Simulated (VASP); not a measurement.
Wanted: the native input for a VASP 6.6.1 run.

```
Task                   : single point
Functional             : PBEsol
Potentials or basis    : VASP PAW PBE potentials, release 64 (Pt)
Cutoff                 : 520 eV
k mesh                 : 17 × 17 × 17
Occupations            : fermi-dirac, width 0.1 eV
Spin                   : no spin polarisation
Dipole correction      : no
Further INCAR settings : ALGO = Normal; EDIFF = 1e-07; NBANDS = 11
```

The structure of Pt lies in POSCAR:

```
Pt
1.0
    2.5879566853      0.0000000000      0.0000000000
    0.0000000000      2.5879566853      0.0000000000
    0.0000000000      0.0000000000      2.5879566853
Pt
1
Direct
    0.0000000000      0.0000000000      0.0000000000
```

This isn't the form of Pt at room conditions, which is fcc.

These files were run (other wordings do the same):

INCAR

```
SYSTEM = Pt
ALGO = Normal
EDIFF = 1E-7
ENCUT = 520
GGA = PS
ISIF = 2
ISMEAR = -1
LASPH = .TRUE.
LCHARG = .FALSE.
LREAL = .FALSE.
LWAVE = .FALSE.
NBANDS = 11
NELM = 80
PREC = Accurate
SIGMA = 0.1
```

KPOINTS

```
k-points
0
G
  17 17 17
  0 0 0
```

Potentials or basis: VASP PAW PBE potentials, release 64 (Pt).

The run is started by

```bash
$ cat potpaw_PBE.64/Pt/POTCAR > POTCAR
$ mpirun -np 1 vasp_std > vasp.out
```

It gave:

```
Pressure               : -0.4 GPa
Band gap on the k mesh : zero (bands 5 and 6 overlap by 3.15 eV)
```

Caveat: the PAW data sets were made with another functional, which shifts forces and pressure a little; spin-orbit coupling is left out, which moves the levels of the heavy elements.

Run time: 12 s on 1 thread of AMD EPYC 9R45 96-Core Processor (Zen 5), with other jobs on the host, peak memory 0.12 GiB.
